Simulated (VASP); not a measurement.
# HfTi3N4 (Pm-3m) in VASP: notebook

Runs on HfTi3N4. Level: PBE. Tasks: single point.

Everything below comes from runs of VASP 6.6.1. Logs are shortened: lines on timing, memory, paths and dates and some standing lists are left out, and cuts for length are marked.

### Step 1. The cell of the first run

It takes space group Pm-3m (No. 221, cubic). The conventional cell has a = 4.342 Å, b = 4.342 Å, c = 4.342 Å, α = 90.00°, β = 90.00°, γ = 90.00°. Within 2.9 Å of Hf (site symmetry m-3m) lie 6 N at 2.17 Å. Within 2.9 Å of Ti (site symmetry 4/mmm) lie 6 N at 2.17 Å. N (site symmetry m-3m) has 6 Ti at 2.17 Å within 2.9 Å. N (site symmetry 4/mmm) has 2 Hf at 2.17 Å and 4 Ti at 2.17 Å within 2.9 Å.

### Step 2. Single point, PBE

Contents of INCAR:

```
SYSTEM = HfTi3N4
ALGO = Normal
EDIFF = 1E-6
ENCUT = 520
GGA = PE
ISIF = 2
ISMEAR = 0
LASPH = .True.
LCHARG = .False.
LREAL = .False.
LWAVE = .False.
NBANDS = 43
NELM = 60
PREC = Accurate
SIGMA = 0.1
```

Contents of KPOINTS:

```
k-points
0
Gamma
  4 4 4
  0 0 0
```

Contents of POSCAR:

```
HfTi3N4
1.0
    4.3418551000      0.0000000000      0.0000000000
    0.0000000000      4.3418551000      0.0000000000
    0.0000000000      0.0000000000      4.3418551000
Hf Ti N
1 3 4
Direct
    0.0000000000      0.0000000000      0.0000000000
    0.5000000000      0.0000000000      0.5000000000
    0.0000000000      0.5000000000      0.5000000000
    0.5000000000      0.5000000000      0.0000000000
    0.5000000000      0.5000000000      0.5000000000
    0.0000000000      0.5000000000      0.0000000000
    0.5000000000      0.0000000000      0.0000000000
    0.0000000000      0.0000000000      0.5000000000
```

Potentials or basis: VASP PAW PBE potentials, release 64 (Hf_pv, Ti_sv, N).

Started as:

```console
> cat potpaw_PBE.64/Hf_pv/POTCAR potpaw_PBE.64/Ti_sv/POTCAR potpaw_PBE.64/N/POTCAR > POTCAR
> mpirun -np 1 vasp_std > vasp.out
```

OUTCAR:

```text
SYSTEM = HfTi3N4
   EDIFF = 1E-6
   ENCUT = 520
   GGA = PE
   ISIF = 2
   ISMEAR = 0
   LASPH = .True.
   LREAL = .False.
   NELM = 60
   PREC = Accurate

 ion  position               nearest neighbor table
   1  0.000  0.000  0.000-   6 2.17   7 2.17   8 2.17   8 2.17   6 2.17   7 2.17   2 3.07   3 3.07
                             2 3.07   3 3.07   4 3.07   3 3.07   3 3.07   2 3.07   4 3.07   4 3.07
   2  0.500  0.000  0.500-   5 2.17   7 2.17   8 2.17   7 2.17   5 2.17   8 2.17   1 3.07   1 3.07
                             1 3.07   1 3.07
   3  0.000  0.500  0.500-   5 2.17   6 2.17   8 2.17   6 2.17   8 2.17   5 2.17   1 3.07   1 3.07
                             1 3.07   1 3.07
   4  0.500  0.500  0.000-   5 2.17   6 2.17   7 2.17   5 2.17   7 2.17   6 2.17   1 3.07   1 3.07
                             1 3.07   1 3.07
   5  0.500  0.500  0.500-   2 2.17   3 2.17   4 2.17   4 2.17   2 2.17   3 2.17
   6  0.000  0.500  0.000-   1 2.17   3 2.17   4 2.17   3 2.17   1 2.17   4 2.17
   7  0.500  0.000  0.000-   1 2.17   2 2.17   4 2.17   2 2.17   4 2.17   1 2.17
   8  0.000  0.000  0.500-   1 2.17   2 2.17   3 2.17   1 2.17   3 2.17   2 2.17

  LATTYP: Found a simple cubic cell.
 ALAT       =     4.3418551000

  Lattice vectors:

 A1 = (   4.3418551000,   0.0000000000,   0.0000000000)
 A2 = (   0.0000000000,   4.3418551000,   0.0000000000)
 A3 = (   0.0000000000,   0.0000000000,   4.3418551000)

Analysis of symmetry for initial positions (statically):
=====================================================================
 Subroutine PRICEL returns:
 Original cell was already a primitive cell.

 Routine SETGRP: Setting up the symmetry group for a
 simple cubic supercell.

 Subroutine GETGRP returns: Found 48 space group operations
 (whereof 48 operations were pure point group operations)
 out of a pool of 48 trial point group operations.

The static configuration has the point symmetry O_h .

Analysis of symmetry for dynamics (positions and initial velocities):
=====================================================================
 Subroutine PRICEL returns:
 Original cell was already a primitive cell.

 Routine SETGRP: Setting up the symmetry group for a
 simple cubic supercell.

 Subroutine GETGRP returns: Found 48 space group operations
 (whereof 48 operations were pure point group operations)
 out of a pool of 48 trial point group operations.

The dynamic configuration has the point symmetry O_h .

 Subroutine INISYM returns: Found 48 space group operations
 (whereof 48 operations are pure point group operations),
 and found     1 'primitive' translations

----------------------------------------------------------------------------------------

                                     Primitive cell

  volume of cell :      81.8514

  direct lattice vectors                    reciprocal lattice vectors
     4.341855100  0.000000000  0.000000000     0.230316300  0.000000000  0.000000000
     0.000000000  4.341855100  0.000000000     0.000000000  0.230316300  0.000000000
     0.000000000  0.000000000  4.341855100     0.000000000  0.000000000  0.230316300

  length of vectors
     4.341855100  4.341855100  4.341855100     0.230316300  0.230316300  0.230316300

  position of ions in fractional coordinates (direct lattice)
     0.000000000  0.000000000  0.000000000
     0.500000000  0.000000000  0.500000000
     0.000000000  0.500000000  0.500000000
     0.500000000  0.500000000  0.000000000
     0.500000000  0.500000000  0.500000000
     0.000000000  0.500000000  0.000000000
     0.500000000  0.000000000  0.000000000
     0.000000000  0.000000000  0.500000000

  ion indices of the primitive-cell ions
   primitive index   ion index
                 1           1
                 2           2
                 3           3
                 4           4
                 5           5
                 6           6
                 7           7
                 8           8

----------------------------------------------------------------------------------------

 KPOINTS: k-points

Automatic generation of k-mesh.
 Grid dimensions read from file:
 generate k-points for:    4    4    4

 Generating k-lattice:

  Cartesian coordinates                     Fractional coordinates (reciprocal lattice)
     0.057579075  0.000000000  0.000000000     0.250000000  0.000000000  0.000000000
     0.000000000  0.057579075  0.000000000     0.000000000  0.250000000  0.000000000
     0.000000000  0.000000000  0.057579075     0.000000000  0.000000000  0.250000000

  Length of vectors
     0.057579075  0.057579075  0.057579075

  Shift w.r.t. Gamma in fractional coordinates (k-lattice)
     0.000000000  0.000000000  0.000000000

 Subroutine IBZKPT returns following result:
 ===========================================

 Found     10 irreducible k-points:

 Following reciprocal coordinates:
            Coordinates               Weight
  0.000000  0.000000  0.000000      1.000000
[... 38 lines left out ...]
   NELECT =      66.0000    total number of electrons
   NUPDOWN=      -1.0000    fix difference up-down
   EMIN   =  10.00;   EMAX   =-10.00  energy-range for DOS
   EFERMI =   0.00;   METHOD = LEGACY
   ISMEAR =     0;   SIGMA  =   0.10  broadening in eV -4-tet -1-fermi 0-gaus
   EFERMI_NEDOS =   21; number of points for ismear=-14 and -15
   IALGO  =     38    algorithm
   IMIX   =      4    mixing-type and parameters
     AMIX     =   0.40;   BMIX     =  1.00
     AMIX_MAG =   1.60;   BMIX_MAG =  1.00
  volume/ion in A,a.u.               =      10.23        69.05
  Fermi-wavevector in a.u.,A,eV,Ry     =   1.523752  2.879473 31.590261  2.321819
  Thomas-Fermi vector in A             =   2.632152
   LORBIT       =      0    0 simple, 1 ext, 2 COOP (PROOUT), +10 PAW based schemes
   GGA     = PE    functional components
   LHFCALC =     F    Hartree Fock is set to
   AEXX    =    0.0000 exact exchange contribution
   IVDW    =     0    specifies the selected vdW correction
   LEPSILON=     F    determine dielectric tensor
   LRPA    =     F    only Hartree local field effects (RPA)
 non-spin polarized calculation
 Gauss-broadening in eV      SIGMA  =   0.10
  energy-cutoff  :      520.00
  volume of cell :       81.85
 maximum number of plane-waves:      2272
   NGX = 17   NGY = 17   NGZ = 17

 number of electron      66.0000024 magnetization

 Free energy of the ion-electron system (eV)
  ---------------------------------------------------
  ext. energy  EPLUGINS =         0.00000000
  ---------------------------------------------------
  free energy    TOTEN  =       -80.51810541 eV

  energy without entropy =      -80.49884464  energy(sigma->0) =      -80.50847503

 E-fermi :  10.1357     XC(G=0): -12.8232

 val. band max:        9.9053677613   @ k =   0.2500   0.2500   0.2500
 cond. band min:      10.1565056050   @ k =   0.2500   0.2500   0.0000
 fundamental gap:      0.2511378437
 Fermi energy:        10.1357180051

 k-point     1 :       0.0000    0.0000    0.0000
  band No.  band energies     occupation
      1     -47.6782      2.00000
      2     -47.6074      2.00000
      3     -47.6074      2.00000
      4     -24.0945      2.00000
      5     -24.0945      2.00000
      6     -24.0945      2.00000
[... 35 lines left out ...]
     42      12.2597      0.00000
     43      12.3545      0.00000

 k-point     2 :       0.2500    0.0000    0.0000
  band No.  band energies     occupation
      1     -47.6691      2.00000
      2     -47.6164      2.00000
      3     -47.6073      2.00000
      4     -24.0668      2.00000
      5     -24.0668      2.00000
      6     -24.0555      2.00000
[... 35 lines left out ...]
     42      12.2754      0.00000
     43      12.3563      0.00000

 k-point     3 :       0.5000    0.0000    0.0000
  band No.  band energies     occupation
      1     -47.6546      2.00000
      2     -47.6308      2.00000
      3     -47.6071      2.00000
      4     -24.0269      2.00000
      5     -24.0269      2.00000
      6     -23.9704      2.00000
[... 275 lines left out ...]
      6     -24.0717      2.00000
[... 35 lines left out ...]
     42      13.3594      0.00000
     43      13.8527      0.00000

 k-point    10 :       0.5000    0.5000    0.5000
  band No.  band energies     occupation
      1     -47.6303      2.00000
      2     -47.6303      2.00000
      3     -47.6303      2.00000
      4     -24.2289      2.00000
      5     -24.1273      2.00000
      6     -24.1273      2.00000
[... 35 lines left out ...]
     42      14.6588      0.00000
     43      14.6588      0.00000

------------------------ aborting loop because EDIFF is reached ----------------------------------------

  FORCE on cell =-STRESS in cart. coord.  units (eV):
  Direction    XX          YY          ZZ          XY          YZ          ZX
  --------------------------------------------------------------------------------------
  -------------------------------------------------------------------------------------
  Total       -0.2396464     -0.2396464     -0.2396464      0.0000000      0.0000000      0.0000000
  in kB       -4.6908919     -4.6908919     -4.6908919      0.0000000      0.0000000      0.0000000
  external PRESSURE =      -4.6908919 kB  Pullay stress =       0.0000000 kB

 VOLUME and BASIS-vectors are now :
 -----------------------------------------------------------------------------
  energy-cutoff  :      520.00
  volume of cell :       81.85
      direct lattice vectors                 reciprocal lattice vectors
     4.341855100  0.000000000  0.000000000     0.230316300  0.000000000  0.000000000
     0.000000000  4.341855100  0.000000000     0.000000000  0.230316300  0.000000000
     0.000000000  0.000000000  4.341855100     0.000000000  0.000000000  0.230316300

 POSITION                                       TOTAL-FORCE (eV/Angst)
 -----------------------------------------------------------------------------------
      0.00000      0.00000      0.00000         0.000000      0.000000      0.000000
      2.17093      0.00000      2.17093         0.000000      0.000000      0.000000
      0.00000      2.17093      2.17093         0.000000      0.000000      0.000000
      2.17093      2.17093      0.00000         0.000000      0.000000      0.000000
      2.17093      2.17093      2.17093         0.000000      0.000000      0.000000
      0.00000      2.17093      0.00000         0.000000      0.000000      0.000000
      2.17093      0.00000      0.00000         0.000000      0.000000      0.000000
      0.00000      0.00000      2.17093         0.000000      0.000000      0.000000
 -----------------------------------------------------------------------------------
    total drift:                                0.000000     -0.000000     -0.000000

  FREE ENERGIE OF THE ION-ELECTRON SYSTEM (eV)
  ---------------------------------------------------
  free  energy   TOTEN  =       -80.5181054142 eV

  energy  without entropy=      -80.4988446381  energy(sigma->0) =      -80.50847503
```

Wall time 19 s (1 thread of Intel Xeon 6975P-C (Granite Rapids), shared host); peak memory 0.19 GiB.

What came out:

```
Free energy            : -80.5181 eV
Pressure               : -0.5 GPa
Band gap on the k mesh : zero (bands 33 and 34 overlap by 3.66 eV)
```

Caveat: the k points lie up to 0.36 Å⁻¹ apart, too coarse for converged energies and pressures of a metal; spin-orbit coupling is left out, which moves the levels of the heavy elements.

### Step 3. Single point, PBE

Contents of INCAR:

```
SYSTEM = HfTi3N4
ALGO = Normal ; EDIFF = 1E-7
ENCUT = 520 ; GGA = PE
ISIF = 2 ; ISMEAR = 0
LASPH = .TRUE. ; LCHARG = .TRUE.
LELF = .TRUE. ; LREAL = .FALSE.
LVHAR = .TRUE. ; LWAVE = .FALSE.
NBANDS = 43 ; NELM = 80
PREC = Accurate ; SIGMA = 0.2
```

Contents of KPOINTS:

```
k-points
0
G
  6 6 6
  0 0 0
```

POSCAR is that of step 2.

Potentials or basis: VASP PAW PBE potentials, release 64 (Hf_pv, Ti_sv, N).

Started as:

```console
> cat potpaw_PBE.64/Hf_pv/POTCAR potpaw_PBE.64/Ti_sv/POTCAR potpaw_PBE.64/N/POTCAR > POTCAR
> mpirun -np 1 vasp_std > vasp.out
```

Wall time 38 s (1 thread of Intel Xeon 6975P-C (Granite Rapids), shared host); peak memory 0.2 GiB.

The run converged. Its results:

```yaml
Free_energy: -80.4673 eV
Pressure: -0.1 GPa
Band_gap_on_the_k_mesh: zero (bands 33 and 34 overlap by 3.67 eV)
```

Levels at points of the mesh, in eV from the Fermi level:
```tsv
k point	band 30	band 31	band 32	band 33	band 34	band 35	band 36	band 37
(0.00, 0.00, 0.00)	-2.93	-2.93	-2.14	-2.14	-2.14	-0.47	-0.47	-0.47
(0.50, 0.00, 0.00)	-3.17	-3.17	-1.96	-1.85	0.74	0.74	1.00	1.09
(0.50, 0.50, 0.00)	-4.81	-4.42	0.75	0.85	1.14	1.14	1.35	1.53
(0.50, 0.50, 0.50)	-5.21	-5.21	1.54	1.54	1.54	1.55	1.55	1.89
```

Caveat: spin-orbit coupling is left out, which moves the levels of the heavy elements.

### Step 4. Single point, PBE

Contents of INCAR:

```
SYSTEM = HfTi3N4
PREC = Accurate
ENCUT = 520
EDIFF = 1E-6
ISMEAR = 0
SIGMA = 0.1
LREAL = .False.
LASPH = .True.
NELM = 60
ALGO = Normal
ISIF = 2
LWAVE = .False.
LCHARG = .False.
GGA = PE
NBANDS = 43
```

Contents of KPOINTS:

```
Automatic mesh
0
Gamma
  10 10 10
  0 0 0
```

POSCAR is that of step 3.

Started as:

```console
> cat potpaw_PBE.64/Hf_pv/POTCAR potpaw_PBE.64/Ti_sv/POTCAR potpaw_PBE.64/N/POTCAR > POTCAR
> mpirun -np 1 vasp_std > vasp.out
```

Run time: 91 s. Hardware: 1 thread of Intel Xeon 6975P-C (Granite Rapids), shared host; peak memory 0.29 GiB.

Results (log left out):

| Property | Result |
| --- | --- |
| Free energy | -80.4874 eV |
| Pressure | -0.3 GPa |
| Band gap on the k mesh | zero (bands 33 and 34 overlap by 3.84 eV) |

Levels at points of the mesh, in eV from the Fermi level:
| k point | band 31 | band 32 | band 33 | band 34 | band 35 | band 36 |
| --- | --- | --- | --- | --- | --- | --- |
| (0.00, 0.00, 0.00) | -3.06 | -2.27 | -2.27 | -2.27 | -0.58 | -0.58 |
| (0.50, 0.00, 0.00) | -3.30 | -2.07 | -1.96 | 0.63 | 0.63 | 0.89 |
| (0.50, 0.50, 0.00) | -4.54 | 0.64 | 0.74 | 1.03 | 1.03 | 1.24 |
| (0.50, 0.50, 0.50) | -5.34 | 1.43 | 1.43 | 1.43 | 1.45 | 1.45 |

Caveat: spin-orbit coupling is left out, which moves the levels of the heavy elements.

### Step 5. Single point, PBE

Contents of INCAR:

```
SYSTEM = HfTi3N4
PREC = Accurate ; ENCUT = 520
EDIFF = 1E-6 ; ISMEAR = -1
SIGMA = 0.15 ; LREAL = .FALSE.
LASPH = .TRUE. ; NELM = 60
ALGO = Normal ; ISIF = 2
LWAVE = .FALSE. ; LCHARG = .FALSE.
GGA = PE ; NBANDS = 43
```

Contents of KPOINTS:

```
Automatic mesh
0
G
  10 10 10
  0 0 0
```

Changes to POSCAR since step 4:

```diff
@@ -2,5 +2,5 @@
 1.0
-    4.3418551000      0.0000000000      0.0000000000
-    0.0000000000      4.3418551000      0.0000000000
-    0.0000000000      0.0000000000      4.3418551000
+    4.3437633577      0.0000000000      0.0000000000
+    0.0000000000      4.3437633577      0.0000000000
+    0.0000000000      0.0000000000      4.3437633577
 Hf Ti N
```

Started as:

```console
> cat potpaw_PBE.64/Hf_pv/POTCAR potpaw_PBE.64/Ti_sv/POTCAR potpaw_PBE.64/N/POTCAR > POTCAR
> mpirun -np 1 vasp_std > vasp.out
```

Run time: 87 s. Hardware: 1 thread of Intel Xeon 6975P-C (Granite Rapids), shared host; peak memory 0.29 GiB.

Results (log left out):

```yaml
Free_energy: -80.6051 eV
Pressure: -0.4 GPa
Band_gap_on_the_k_mesh: zero (bands 33 and 34 overlap by 3.84 eV)
```

Levels at points of the mesh, in eV from the Fermi level:
```csv
k point,band 30,band 31,band 32,band 33,band 34,band 35,band 36,band 37
"(0.00, 0.00, 0.00)",-2.99,-2.99,-2.20,-2.20,-2.20,-0.51,-0.51,-0.51
"(0.50, 0.00, 0.00)",-3.23,-3.23,-2.00,-1.89,0.70,0.70,0.95,1.04
"(0.50, 0.50, 0.00)",-4.87,-4.47,0.71,0.81,1.10,1.10,1.31,1.47
"(0.50, 0.50, 0.50)",-5.27,-5.27,1.49,1.49,1.49,1.51,1.51,1.85
```

Caveat: spin-orbit coupling is left out, which moves the levels of the heavy elements.

### Step 6. Single point, PBE, collinear spin

Contents of INCAR:

```
PREC = Accurate ; ENCUT = 520
EDIFF = 1E-6 ; ISMEAR = 0
SIGMA = 0.1 ; LREAL = F
LASPH = T ; NELM = 150
ALGO = Normal ; ISIF = 2
LWAVE = F ; LCHARG = T
ISPIN = 2 ; MAGMOM = 0 1 1 1 0 0 0 0
LORBIT = 11 ; LMAXMIX = 4
GGA = PE ; LELF = T
LVHAR = T ; NBANDS = 47
```

Contents of KPOINTS:

```
Automatic mesh
0
Gamma
  4 4 4
```

Changes to POSCAR since step 5:

```diff
@@ -2,5 +2,5 @@
 1.0
-    4.3437633577      0.0000000000      0.0000000000
-    0.0000000000      4.3437633577      0.0000000000
-    0.0000000000      0.0000000000      4.3437633577
+    4.3418551000      0.0000000000      0.0000000000
+    0.0000000000      4.3418551000      0.0000000000
+    0.0000000000      0.0000000000      4.3418551000
 Hf Ti N
```

Potentials or basis: VASP PAW PBE potentials, release 64 (Hf_pv, Ti_sv, N).

Started as:

```console
> cat potpaw_PBE.64/Hf_pv/POTCAR potpaw_PBE.64/Ti_sv/POTCAR potpaw_PBE.64/N/POTCAR > POTCAR
> mpirun -np 1 vasp_std > vasp.out
```

Wall time 43 s (1 thread of Intel Xeon 6975P-C (Granite Rapids), shared host); peak memory 0.23 GiB.

Results (log left out):

* Free energy: -80.5181 eV
* Pressure: -0.5 GPa
* Band gap on the k mesh: zero (filled and empty bands overlap)
* Net moment: 0.00 μB per cell
* Valence electrons inside the program's atomic spheres: Hf 8.87; Ti 10.30; N 3.71, 3.76 (each value once)

Levels at points of the mesh, in eV from the Fermi level:
Spin up:
| k point | band 29 | band 30 | band 31 | band 32 | band 33 | band 34 | band 35 | band 36 | band 37 | band 38 |
| --- | --- | --- | --- | --- | --- | --- | --- | --- | --- | --- |
| (0.00, 0.00, 0.00) | -2.87 | -2.87 | -2.87 | -2.08 | -2.08 | -2.08 | -0.43 | -0.43 | -0.43 | 0.75 |
| (0.50, 0.00, 0.00) | -3.16 | -3.12 | -3.12 | -1.91 | -1.79 | 0.79 | 0.79 | 1.05 | 1.14 | 1.14 |
| (0.50, 0.50, 0.00) | -4.87 | -4.74 | -4.37 | 0.79 | 0.90 | 1.19 | 1.19 | 1.40 | 1.58 | 1.63 |
| (0.50, 0.50, 0.50) | -5.15 | -5.15 | -5.15 | 1.58 | 1.58 | 1.58 | 1.59 | 1.59 | 1.94 | 1.94 |
Spin down:
| k point | band 31 | band 32 | band 33 | band 34 | band 35 | band 36 |
| --- | --- | --- | --- | --- | --- | --- |
| (0.00, 0.00, 0.00) | -2.87 | -2.08 | -2.08 | -2.08 | -0.43 | -0.43 |
| (0.50, 0.00, 0.00) | -3.12 | -1.91 | -1.79 | 0.79 | 0.79 | 1.05 |
| (0.50, 0.50, 0.00) | -4.37 | 0.79 | 0.90 | 1.19 | 1.19 | 1.40 |
| (0.50, 0.50, 0.50) | -5.15 | 1.58 | 1.58 | 1.58 | 1.59 | 1.59 |

Caveat: the k points lie up to 0.36 Å⁻¹ apart, too coarse for converged energies and pressures of a metal; spin-orbit coupling is left out, which moves the levels of the heavy elements.

### Step 7. Summary

```tsv
spin	cell	k mesh	smearing	gap on the mesh (eV)	pressure (GPa)
off	a = 4.342 Å, 8 atoms	4 × 4 × 4	gaussian 0.1 eV	none	-0.5
off	a = 4.342 Å, 8 atoms	6 × 6 × 6	gaussian 0.2 eV	none	-0.1
off	a = 4.342 Å, 8 atoms	10 × 10 × 10	gaussian 0.1 eV	none	-0.3
off	a = 4.344 Å, 8 atoms	10 × 10 × 10	fermi-dirac 0.15 eV	none	-0.4
collinear	a = 4.342 Å, 8 atoms	4 × 4 × 4	gaussian 0.1 eV	none	-0.5
```

Alike in all rows: task single point; level PBE; potentials or basis VASP PAW PBE potentials, release 64 (Hf_pv, Ti_sv, N); cutoff (eV) 520.

Caveats: some runs use coarse meshes; spin-orbit coupling is left out, which moves the levels of the heavy elements.

Total energies depend on the potentials used, so only differences within one code and one set of settings carry meaning.
